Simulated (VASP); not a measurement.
# Ga (C2/m) in VASP: further runs

Ga is run at these levels: PBEsol; tasks: electric field gradients.

All numbers are computed with VASP 6.6.1; they aren't measurements. Logs are shortened: lines on timing, memory, paths and dates and some standing lists are left out, and cuts for length are marked.

**1. The cell of the first run**

The structure is monoclinic, space group C2/m (No. 12). Conventional cell: a = 3.991 Å, b = 3.951 Å, c = 2.971 Å, α = 90.00°, β = 131.39°, γ = 90.00°. Ga (site symmetry 2/m) has 12 Ga at 2.81 to 3.01 Å within 3.7 Å.

**2. Electric field gradients, PBEsol (equal xy, yz and zx shear strains of +1 %)**

Contents of INCAR:

```
SYSTEM = Ga
ALGO = Normal
EDIFF = 1E-8
ENCUT = 520
GGA = PS
ISIF = 2
ISMEAR = -1
LASPH = .TRUE.
LCHARG = .FALSE.
LEFG = .TRUE.
LREAL = .FALSE.
LWAVE = .FALSE.
NBANDS = 12
NELM = 100
PREC = Accurate
SIGMA = 0.03
```

Contents of KPOINTS:

```
k-points
0
G
  16 16 16
  0 0 0
```

Contents of POSCAR:

```
Ga
1.0
   -1.3858350000      1.4081250000      2.2290000000
    1.4081250000     -1.3858350000      2.2290000000
    1.3998750000      1.3998750000     -2.2149600000
Ga
1
Direct
    0.0000000000      0.0000000000      0.0000000000
```

Potentials or basis: VASP PAW PBE potentials, release 64 (Ga_d).

The run is started by

```bash
$ cat potpaw_PBE.64/Ga_d/POTCAR > POTCAR
$ mpirun -np 1 vasp_std > vasp.out
```

OUTCAR:

```text
SYSTEM = Ga
   EDIFF = 1E-8
   ENCUT = 520
   GGA = PS
   ISIF = 2
   ISMEAR = -1
   LASPH = .TRUE.
   LREAL = .FALSE.
   NELM = 100
   PREC = Accurate

 ion  position               nearest neighbor table
   1  0.000  0.000  0.000-

  Warning from LATTYP: Got some problem with cell dimensions!
  Tried to take original basis but could not verify dimensions!
  LATTYP: Found a base centered monoclinic cell.
 ALAT       =     3.9910660242
 B/A-ratio  =     0.9900252466
 C/A-ratio  =     0.7443496753
 COS(beta)  =    -0.6611428916

  Lattice vectors:

 A1 = (  -0.0140400000,  -2.8080000000,  -0.0140400000)
 A2 = (  -2.8080000000,  -0.0140400000,  -0.0140400000)
 A3 = (   1.3998750000,   1.3998750000,  -2.2149600000)

Analysis of symmetry for initial positions (statically):
=====================================================================
 Subroutine PRICEL returns:
 Original cell was already a primitive cell.

 Routine SETGRP: Setting up the symmetry group for a
 base centered monoclinic supercell.

 Subroutine GETGRP returns: Found  4 space group operations
 (whereof  4 operations were pure point group operations)
 out of a pool of  4 trial point group operations.

The static configuration has the point symmetry C_2h.

Analysis of symmetry for dynamics (positions and initial velocities):
=====================================================================
 Subroutine PRICEL returns:
 Original cell was already a primitive cell.

 Routine SETGRP: Setting up the symmetry group for a
 base centered monoclinic supercell.

 Subroutine GETGRP returns: Found  4 space group operations
 (whereof  4 operations were pure point group operations)
 out of a pool of  4 trial point group operations.

The dynamic configuration has the point symmetry C_2h.

 Subroutine INISYM returns: Found  4 space group operations
 (whereof  4 operations are pure point group operations),
 and found     1 'primitive' translations

----------------------------------------------------------------------------------------

                                     Primitive cell

  volume of cell :      17.5740

  direct lattice vectors                    reciprocal lattice vectors
    -1.385835000  1.408125000  2.229000000    -0.002887911  0.355027020  0.222555141
     1.408125000 -1.385835000  2.229000000     0.355027020 -0.002887911  0.222555141
     1.399875000  1.399875000 -2.214960000     0.354371219  0.354371219 -0.003543712

  length of vectors
     2.978555969  2.978555969  2.970748699     0.419026629  0.419026629  0.501169112

  position of ions in fractional coordinates (direct lattice)
     0.000000000  0.000000000  0.000000000

  ion indices of the primitive-cell ions
   primitive index   ion index
                 1           1

----------------------------------------------------------------------------------------

 KPOINTS: k-points

Automatic generation of k-mesh.
 Grid dimensions read from file:
 generate k-points for:   16   16   16

 Generating k-lattice:

  Cartesian coordinates                     Fractional coordinates (reciprocal lattice)
    -0.000180494  0.022189189  0.013909696     0.062500000  0.000000000  0.000000000
     0.022189189 -0.000180494  0.013909696     0.000000000  0.062500000  0.000000000
     0.022148201  0.022148201 -0.000221482    -0.000000000 -0.000000000  0.062500000

  Length of vectors
     0.026189164  0.026189164  0.031323070

  Shift w.r.t. Gamma in fractional coordinates (k-lattice)
     0.000000000  0.000000000  0.000000000

 Subroutine IBZKPT returns following result:
 ===========================================

 Found   1098 irreducible k-points:

 Following reciprocal coordinates:
            Coordinates               Weight
  0.000000  0.000000  0.000000      1.000000
  0.062500  0.000000  0.000000      4.000000
  0.125000  0.000000  0.000000      4.000000
  0.187500  0.000000  0.000000      4.000000
  0.250000  0.000000  0.000000      4.000000
  0.312500  0.000000  0.000000      4.000000
[... 16 lines left out ...]
 -0.125000  0.062500 -0.000000      4.000000
 -0.062500  0.062500  0.000000      2.000000
 [... further k-points ...]
   k-points           NKPTS =   1098   k-points in BZ     NKDIM =   1098   number of bands    NBANDS=     12
   number of dos      NEDOS =    301   number of ions     NIONS =      1
   total plane-waves  NPLWV =  13824
   dimension x,y,z NGX =    24 NGY =   24 NGZ =   24
   dimension x,y,z NGXF=    48 NGYF=   48 NGZF=   48
   ions per type =               1
   NGX,Y,Z   is equivalent  to a cutoff of  13.40, 13.40, 13.43 a.u.
   NGXF,Y,Z  is equivalent  to a cutoff of  26.79, 26.79, 26.86 a.u.
 SYSTEM =  Ga
   PREC   = accura    normal or accurate (medium, high low for compatibility)
   ISTART =      0    job   : 0-new  1-cont  2-samecut
   ICHARG =      2    charge: 1-file 2-atom 10-const
   ISPIN  =      1    spin polarized calculation?
   LNONCOLLINEAR =      F non collinear calculations
   LSORBIT =      F    spin-orbit coupling
   LASPH  =      T    aspherical Exc in radial PAW
   ENCUT  =  520.0 eV  38.22 Ry    6.18 a.u.   5.54  5.54  5.52*2*pi/ulx,y,z
   NELM   =    100;   NELMIN=  2; NELMDL= -5     # of ELM steps
   EDIFF  = 0.1E-07   stopping-criterion for ELM
   LREAL  =      F    real-space projection
   EDIFFG = 0.1E-06   stopping-criterion for IOM
   NSW    =      0    number of steps for IOM
   IBRION =     -1    ionic relax: 0-MD 1-quasi-New 2-CG
   NFREE  =      0    steps in history (QN), initial steepest desc. (CG)
   ISIF   =      2    stress and relaxation
   ISYM   =      2    0-nonsym 1-usesym 2-fastsym
   POTIM  = 0.5000    time-step for ionic-motion
   TEBEG  =    0.0;   TEEND  =   0.0 temperature during run
   PSTRESS=    0.0 pullay stress
   NELECT =      13.0000    total number of electrons
   NUPDOWN=      -1.0000    fix difference up-down
   EMIN   =  10.00;   EMAX   =-10.00  energy-range for DOS
   EFERMI =   0.00;   METHOD = LEGACY
   ISMEAR =    -1;   SIGMA  =   0.03  broadening in eV -4-tet -1-fermi 0-gaus
   EFERMI_NEDOS =   21; number of points for ismear=-14 and -15
   IALGO  =     38    algorithm
   IMIX   =      4    mixing-type and parameters
     AMIX     =   0.40;   BMIX     =  1.00
     AMIX_MAG =   1.60;   BMIX_MAG =  1.00
  volume/ion in A,a.u.               =      17.57       118.60
  Fermi-wavevector in a.u.,A,eV,Ry     =   1.480580  2.797891 29.825583  2.192118
  Thomas-Fermi vector in A             =   2.594597
   LORBIT       =      0    0 simple, 1 ext, 2 COOP (PROOUT), +10 PAW based schemes
   GGA     = PS    functional components
   LHFCALC =     F    Hartree Fock is set to
   AEXX    =    0.0000 exact exchange contribution
   IVDW    =     0    specifies the selected vdW correction
   LEPSILON=     F    determine dielectric tensor
   LRPA    =     F    only Hartree local field effects (RPA)
 non-spin polarized calculation
  energy-cutoff  :      520.00
  volume of cell :       17.57
 maximum number of plane-waves:       487
 NGX is ok and might be reduce to    24
   NGX = 11   NGY = 11   NGZ = 11

 number of electron      12.9999996 magnetization

 Free energy of the ion-electron system (eV)
  ---------------------------------------------------
  ext. energy  EPLUGINS =         0.00000000
  ---------------------------------------------------
  free energy    TOTEN  =        -3.33735705 eV

  energy without entropy =       -3.33661265  energy(sigma->0) =       -3.33698485

 E-fermi :   6.0783     XC(G=0): -11.5105

 val. band max:        6.0724075507   @ k =  -0.3125   0.5000   0.3125
 cond. band min:       6.0788583321   @ k =  -0.1875   0.3750   0.0625
 fundamental gap:      0.0064507814
 Fermi energy:         6.0782630513

 k-point     1 :       0.0000    0.0000    0.0000
  band No.  band energies     occupation
      1      -8.9165      2.00000
      2      -8.7871      2.00000
      3      -8.7807      2.00000
      4      -8.7585      2.00000
      5      -8.6185      2.00000
      6      -5.5317      2.00000
      7      18.9297      0.00000
      8      19.0577      0.00000
      9      19.3155      0.00000
     10      22.4830      0.00000
     11      22.5370      0.00000
     12      23.1942      0.00000

 k-point     2 :       0.0625    0.0000    0.0000
  band No.  band energies     occupation
      1      -8.9107      2.00000
      2      -8.7874      2.00000
      3      -8.7786      2.00000
      4      -8.7557      2.00000
      5      -8.6214      2.00000
      6      -5.4264      2.00000
      7      17.5683      0.00000
      8      18.8001      0.00000
      9      19.0321      0.00000
     10      21.6851      0.00000
     11      23.1148      0.00000
     12      23.5451      0.00000

 k-point     3 :       0.1250    0.0000    0.0000
  band No.  band energies     occupation
      1      -8.8975      2.00000
      2      -8.7973      2.00000
      3      -8.7668      2.00000
      4      -8.7436      2.00000
      5      -8.6286      2.00000
      6      -5.1085      2.00000
      7      15.0143      0.00000
      8      18.0939      0.00000
      9      18.6747      0.00000
     10      21.3231      0.00000
     11      22.7639      0.00000
     12      24.2505      0.00000
[... 286 lines left out ...]
 k-point    23 :      -0.1250    0.0625   -0.0000
  band No.  band energies     occupation
      1      -8.8834      2.00000
      2      -8.8001      2.00000
      3      -8.7704      2.00000
      4      -8.7438      2.00000
      5      -8.6358      2.00000
      6      -5.1181      2.00000
      7      15.7578      0.00000
      8      17.4634      0.00000
      9      18.5163      0.00000
     10      20.4438      0.00000
     11      24.0103      0.00000
     12      24.4397      0.00000

 k-point    24 :      -0.0625    0.0625    0.0000
  band No.  band energies     occupation
      1      -8.9013      2.00000
      2      -8.7890      2.00000
      3      -8.7802      2.00000
      4      -8.7535      2.00000
      5      -8.6261      2.00000
      6      -5.3783      2.00000
      7      17.8308      0.00000
      8      18.3254      0.00000
      9      18.5230      0.00000
     10      20.7833      0.00000
     11      23.7921      0.00000
     12      24.1428      0.00000

 [... further k-points ...]
[... 5 lines left out ...]
  --------------------------------------------------------------------------------------
  -------------------------------------------------------------------------------------
  Total        0.0997512      0.0997512      0.0223757     -0.0485673     -0.0400339     -0.0400339
  in kB        9.0940405      9.0940405      2.0399335     -4.4277483     -3.6497765     -3.6497769
  external PRESSURE =       6.7426715 kB  Pullay stress =       0.0000000 kB

 VOLUME and BASIS-vectors are now :
 -----------------------------------------------------------------------------
  energy-cutoff  :      520.00
  volume of cell :       17.57
      direct lattice vectors                 reciprocal lattice vectors
    -1.385835000  1.408125000  2.229000000    -0.002887911  0.355027020  0.222555141
     1.408125000 -1.385835000  2.229000000     0.355027020 -0.002887911  0.222555141
     1.399875000  1.399875000 -2.214960000     0.354371219  0.354371219 -0.003543712

 POSITION                                       TOTAL-FORCE (eV/Angst)
 -----------------------------------------------------------------------------------
      0.00000      0.00000      0.00000        -0.000000      0.000000     -0.000000
 -----------------------------------------------------------------------------------
    total drift:                               -0.000000      0.000000      0.000000

  FREE ENERGIE OF THE ION-ELECTRON SYSTEM (eV)
  ---------------------------------------------------
  free  energy   TOTEN  =        -3.3373570528 eV

  energy  without entropy=       -3.3366126535  energy(sigma->0) =       -3.33698485

 Electric field gradients (V/A^2)
---------------------------------------------------------------------
 ion       V_xx      V_yy      V_zz      V_xy      V_xz      V_yz
---------------------------------------------------------------------
   1     -10.518   -10.518    21.036     0.787     2.011     2.011
---------------------------------------------------------------------

 Electric field gradients after diagonalization (V/A^2)
 (convention: |V_zz| > |V_xx| > |V_yy|)
----------------------------------------------------------------------
 ion       V_xx      V_yy      V_zz     asymmetry (V_yy - V_xx)/ V_zz
----------------------------------------------------------------------
   1     -11.305    -9.992    21.297       0.062
----------------------------------------------------------------------

           NMR quadrupolar parameters

 Cq : quadrupolar parameter    Cq=e*Q*V_zz/h
 eta: asymmetry parameters     (V_yy - V_xx)/ V_zz
 Q  : nuclear electric quadrupole moment in mb (millibarn)
----------------------------------------------------------------------
 ion       Cq(MHz)       eta       Q (mb)
----------------------------------------------------------------------
   1       0.051       0.062       1.000
----------------------------------------------------------------------
```

Run time: 87 s. Hardware: 1 thread of Intel Xeon Platinum 8488C (Sapphire Rapids), shared host; peak memory 0.33 GiB.

What came out:

* Free energy: -3.3374 eV
* Pressure: 0.7 GPa
* Band gap on the k mesh: zero (an odd number of electrons rules out a gap without spin polarisation)
* Largest electric field gradient by atom: Ga +21.3 V/Å²

Stress tensor (GPa, compression positive):
```
 0.91 -0.44 -0.36
-0.44  0.91 -0.36
-0.36 -0.36  0.20
```

Electric field gradients, principal values (V/Å²):
| atom | least | middle | greatest (by size) |
| --- | --- | --- | --- |
| 1 Ga | -9.992 | -11.305 | 21.297 |

Caveat: the cell differs from its parent crystal (equal xy, yz and zx shear strains of +1 %); without QUAD_EFG the Cq values of the log hold for a quadrupole moment of 1 mb, not for the nuclei; the PAW data sets were made with another functional, which shifts forces and pressure a little.

**3. Electric field gradients, PBEsol (equal xy, yz and zx shear strains of +2 %)**

Contents of INCAR:

```
SYSTEM = Ga
PREC = Accurate
ENCUT = 520
EDIFF = 1E-8
ISMEAR = -1
SIGMA = 0.03
LREAL = .False.
LASPH = .True.
NELM = 100
ALGO = Normal
ISIF = 2
LWAVE = .False.
LCHARG = .False.
GGA = PS
LEFG = .True.
NBANDS = 12
```

Contents of KPOINTS:

```
regular mesh
0
Gamma
  16 16 16
  0 0 0
```

Contents of POSCAR:

```
Ga
1.0
   -1.3676700000      1.4122500000      2.2290000000
    1.4122500000     -1.3676700000      2.2290000000
    1.3957500000      1.3957500000     -2.2009200000
Ga
1
Direct
    0.0000000000      0.0000000000      0.0000000000
```

Potentials or basis: VASP PAW PBE potentials, release 64 (Ga_d).

The run is started by

```bash
$ cat potpaw_PBE.64/Ga_d/POTCAR > POTCAR
$ mpirun -np 1 vasp_std > vasp.out
```

OUTCAR:

```text
SYSTEM = Ga
   PREC = Accurate
   ENCUT = 520
   EDIFF = 1E-8
   ISMEAR = -1
   LREAL = .False.
   LASPH = .True.
   NELM = 100
   ISIF = 2
   GGA = PS

 ion  position               nearest neighbor table
   1  0.000  0.000  0.000-

  Warning from LATTYP: Got some problem with cell dimensions!
  Tried to take original basis but could not verify dimensions!
  LATTYP: Found a base centered monoclinic cell.
 ALAT       =     4.0112159601
 B/A-ratio  =     0.9801019455
 C/A-ratio  =     0.7370326917
 COS(beta)  =    -0.6571784510

  Lattice vectors:

 A1 = (  -0.0280800000,  -2.8080000000,  -0.0280800000)
 A2 = (  -2.8080000000,  -0.0280800000,  -0.0280800000)
 A3 = (   1.3957500000,   1.3957500000,  -2.2009200000)

Analysis of symmetry for initial positions (statically):
=====================================================================
[... 548 lines left out ...]

 VOLUME and BASIS-vectors are now :
 -----------------------------------------------------------------------------
  energy-cutoff  :      520.00
  volume of cell :       17.57
      direct lattice vectors                 reciprocal lattice vectors
    -1.367670000  1.412250000  2.229000000    -0.005748081  0.353974501  0.220833572
     1.412250000 -1.367670000  2.229000000     0.353974501 -0.005748081  0.220833572
     1.395750000  1.395750000 -2.200920000     0.352669198  0.352669198 -0.007053384

 POSITION                                       TOTAL-FORCE (eV/Angst)
 -----------------------------------------------------------------------------------
      0.00000      0.00000      0.00000         0.000000     -0.000000      0.000000
 -----------------------------------------------------------------------------------
    total drift:                                0.000000      0.000000     -0.000000

  FREE ENERGIE OF THE ION-ELECTRON SYSTEM (eV)
  ---------------------------------------------------
  free  energy   TOTEN  =        -3.3359525091 eV

  energy  without entropy=       -3.3350290989  energy(sigma->0) =       -3.33549080

 Electric field gradients (V/A^2)
---------------------------------------------------------------------
 ion       V_xx      V_yy      V_zz      V_xy      V_xz      V_yz
---------------------------------------------------------------------
   1      -9.876    -9.876    19.753     1.361     3.312     3.312
---------------------------------------------------------------------

 Electric field gradients after diagonalization (V/A^2)
 (convention: |V_zz| > |V_xx| > |V_yy|)
----------------------------------------------------------------------
 ion       V_xx      V_yy      V_zz     asymmetry (V_yy - V_xx)/ V_zz
----------------------------------------------------------------------
   1     -11.238    -9.271    20.509       0.096
----------------------------------------------------------------------

           NMR quadrupolar parameters

 Cq : quadrupolar parameter    Cq=e*Q*V_zz/h
 eta: asymmetry parameters     (V_yy - V_xx)/ V_zz
 Q  : nuclear electric quadrupole moment in mb (millibarn)
----------------------------------------------------------------------
 ion       Cq(MHz)       eta       Q (mb)
----------------------------------------------------------------------
   1       0.050       0.096       1.000
----------------------------------------------------------------------
```

Run time: 87 s. Hardware: 1 thread of Intel Xeon Platinum 8488C (Sapphire Rapids), shared host; peak memory 0.33 GiB.

What came out:

- Free energy: -3.3360 eV
- Pressure: 0.7 GPa
- Band gap on the k mesh: zero (an odd number of electrons rules out a gap without spin polarisation)
- Largest electric field gradient by atom: Ga +20.5 V/Å²

Electric field gradients, principal values (V/Å²):
```
atom   least   middle  greatest (by size)
1 Ga  -9.271  -11.238              20.509
```

Caveat: the cell differs from its parent crystal (equal xy, yz and zx shear strains of +2 %); without QUAD_EFG the Cq values of the log hold for a quadrupole moment of 1 mb, not for the nuclei; the PAW data sets were made with another functional, which shifts forces and pressure a little.

(Continued in part 2 of 2.)
